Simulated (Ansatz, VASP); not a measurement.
## Two plane-wave programs on Be2Cd2O

File INCAR:

```
PREC = Accurate
ENCUT = 520
EDIFF = 1E-6
ISMEAR = 0
SIGMA = 0.1
LREAL = False
LASPH = True
NELM = 150
ALGO = Normal
ISIF = 2
LWAVE = False
LCHARG = False
ISPIN = 2
MAGMOM = 0 0 0 0 1
LORBIT = 11
GGA = PE
NBANDS = 29
```

The input KPOINTS:

```
Automatic mesh
0
Gamma
  6 6 4
```

The input POSCAR:

```
Be2Cd2O
1.0
    3.6938945900      0.0000000000      0.0000000000
   -1.8469473000      3.1990065600      0.0000000000
    0.0000000000      0.0000000000      6.2534579500
Be Cd O
2 2 1
Direct
    0.3333333300      0.6666666700      0.6318000000
    0.6666666700      0.3333333300      0.3682000000
    0.3333333300      0.6666666700      0.2606000000
    0.6666666700      0.3333333300      0.7394000000
    0.0000000000      0.0000000000      0.0000000000
```

Input for Ansatz:

```yaml
crystal:
  lattice:
    - [3.69389459, 0.0, 0.0]
    - [-1.8469473, 3.19900656, 0.0]
    - [0.0, 0.0, 6.25345795]
  atoms:
    - { symbol: Be, position: [0.33333333, 0.66666667, 0.6318] }
    - { symbol: Be, position: [0.66666667, 0.33333333, 0.3682] }
    - { symbol: Cd, position: [0.33333333, 0.66666667, 0.2606] }
    - { symbol: Cd, position: [0.66666667, 0.33333333, 0.7394] }
    - { symbol: O, position: [0.0, 0.0, 0.0], spin: 1.0 }
basis:
  ecutwfc: 420
kpoints:
  mp_grid: { grid: [6, 6, 4] }
hamiltonian:
  xc: pbe
scf:
  occupations: { method: gaussian, width: 0.1 }
  lower_state_search: "off"
output:
  forces: true
  stress: true
  eigenvalues: true
  populations: true
magnetization:
  spin_polarized: true
```

Change from the starting cell: species swapped into the CaZn2P2 type (P-3m1, No. 164).

Alike in both runs: task single point; functional PBE; k mesh 6 × 6 × 4; occupations gaussian, width 0.1 eV; collinear spin.

```csv
,VASP,Ansatz
version,VASP 6.6.1,Ansatz 0.2.0
potentials or method,"VASP PAW PBE potentials, release 64 (Be, Cd, O), cutoff 520 eV","scalar-relativistic, plane waves, PAW"
valence electrons in the cell,34,50
```

Ansatz gave:

```
gap on the k mesh at the Fermi level (eV)                     : none
pressure (GPa)                                                : 6.9
traceless stress, the component that is largest in VASP (GPa) : -4.32
rms of the force components (eV/Å)                            : 1.447
net moment per atom (μB)                                      : 0.00
```

Task: Estimate VASP's values.

Result: gap on the k mesh at the Fermi level (eV): none; pressure (GPa): 7.3; traceless stress, the component that is largest in VASP (GPa): -4.42; rms of the force components (eV/Å): 1.452; net moment per atom (μB): 0.00.

Atom by atom the forces differ by 0.005 eV/Å (rms over components). A gap of «none» marks a metal or a gap that the smearing closes. VASP's potentials hold 34 valence electrons a cell and Ansatz's 50, so a difference there can come from the potentials and not from the codes. Ansatz's warnings: seeded moment not kept.
